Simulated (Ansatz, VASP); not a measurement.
# AlN in VASP and in Ansatz

```
Al N
1.0
     3.32140    0.00000    0.00000
    -1.66070    2.87642    0.00000
     0.00000    0.00000    4.22400
Al N
2 2
Direct
  0.33333 0.66667 0.75000
  0.66667 0.33333 0.25000
  0.33333 0.66667 0.25000
  0.66667 0.33333 0.75000
```

Alike in both runs: task single point; functional PBEsol; k mesh 9 × 9 × 6; occupations gaussian, width 0.05 eV; no spin polarisation.

|  | VASP | Ansatz |
| --- | --- | --- |
| version | VASP 6.6.1 | Ansatz 0.2.0 |
| potentials or method | VASP PAW PBE potentials, release 64 (Al, N), cutoff 520 eV | scalar-relativistic, plane waves, PAW |
| valence electrons in the cell | 16 | 16 |

Ansatz gave:

```
gap on the k mesh at the Fermi level (eV)                     : 3.05
least direct gap on the mesh (eV)                             : 3.05
pressure (GPa)                                                : -6.1
traceless stress, the component that is largest in VASP (GPa) : -0.80
```

Question: What did VASP give for the same quantities?

Answer: gap on the k mesh at the Fermi level (eV): 3.07; least direct gap on the mesh (eV): 3.07; pressure (GPa): -6.2; traceless stress, the component that is largest in VASP (GPa): -0.83.

VASP's potentials were made for PBE, not for PBEsol.
